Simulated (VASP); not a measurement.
A run of VASP 6.6.1 is set up as follows.

INCAR

```
SYSTEM = AlN
PREC     = Accurate       ! precision mode
ENCUT    = 520            ! plane-wave cutoff, eV
EDIFF    = 1E-8           ! SCF threshold, eV
ISMEAR   = 0              ! smearing method
SIGMA    = 0.01           ! smearing width, eV
LREAL    = .FALSE.        ! projectors in reciprocal space
LASPH    = .TRUE.         ! aspherical terms in the spheres
NELM     = 100            ! most SCF steps
ALGO     = Normal         ! electronic algorithm
ISIF     = 2              ! what is computed and relaxed
LWAVE    = .FALSE.        ! write WAVECAR
LCHARG   = .FALSE.        ! write CHGCAR
GGA      = CA             ! functional
NBANDS   = 16             ! bands
IBRION   = 8              ! ionic algorithm
NSW      = 1              ! ionic steps
LEPSILON = .TRUE.         ! dielectric tensor by DFPT
```

Contents of KPOINTS:

```
Automatic mesh
0
G
  12 12 4
  0 0 0
```

POSCAR

```
AlN
1.0
    3.0886447092      0.0000000000      0.0000000000
   -1.5443223546      2.6748447814      0.0000000000
    0.0000000000      0.0000000000      4.9430764481
Al N
2 2
Direct
    0.6666666667      0.3333333333      0.4990076329
    0.3333333333      0.6666666667      0.9990076329
    0.6666666667      0.3333333333      0.8809923671
    0.3333333333      0.6666666667      0.3809923671
```

Potentials or basis: VASP PAW LDA potentials, release 64 (Al, N).

The run is started by

```bash
$ cat potpaw_LDA.64/Al/POTCAR potpaw_LDA.64/N/POTCAR > POTCAR
$ mpirun -np 1 vasp_std > vasp.out
```

(1) What does it give for the electronic dielectric tensor (diagonal)?

(2) What does it give for the Born charges (mean of the diagonal)?

(3) Predict the highest phonon frequency at Γ, LO-TO splitting left out.

Results:

(1) 4.40, 4.40, 4.62.

(2) Al +2.56; N -2.56 e.

(3) 735 cm⁻¹.
